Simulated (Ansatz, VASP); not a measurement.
**FeNi3: VASP beside Ansatz**

```
Fe Ni
1.0
     3.44848    0.00000    0.00000
     0.00000    3.44848    0.00000
     0.00000    0.00000    3.44848
Fe Ni
1 3
Direct
  0.00000 0.00000 0.00000
  0.00000 0.50000 0.50000
  0.50000 0.00000 0.50000
  0.50000 0.50000 0.00000
```

Alike in both runs: task electric field gradients; functional LDA; k mesh 12 × 12 × 12; occupations gaussian, width 0.05 eV; collinear spin.

|  | VASP | Ansatz |
| --- | --- | --- |
| version | VASP 6.6.1 | Ansatz 0.2.0 |
| potentials or method | VASP PAW LDA potentials, release 64 (Fe, Ni), cutoff 520 eV | scalar-relativistic, plane waves, PAW |
| valence electrons in the cell | 38 | 70 |

```tsv
	VASP	Ansatz	Ansatz less VASP
gap on the k mesh at the Fermi level (eV)	none	none	-
pressure (GPa)	-0.4	-0.1	+0.31
net moment per atom (μB)	1.15	1.17	+0.018
size of the moment on the site where the two differ most (μB)	0.61	0.67	+0.052
size of Vzz on the site where it differs most (V/Å²)	0.1	3.5	+3.32
```

LDA's correlation is that of Perdew and Zunger in VASP and of Perdew and Wang (1992) in Ansatz. Site moments also hang on the region over which each program counts them. A gap of «none» marks a metal or a gap that the smearing closes. VASP's potentials hold 38 valence electrons a cell and Ansatz's 70, so a difference there can come from the potentials and not from the codes. Ansatz's warnings: stability check not made.
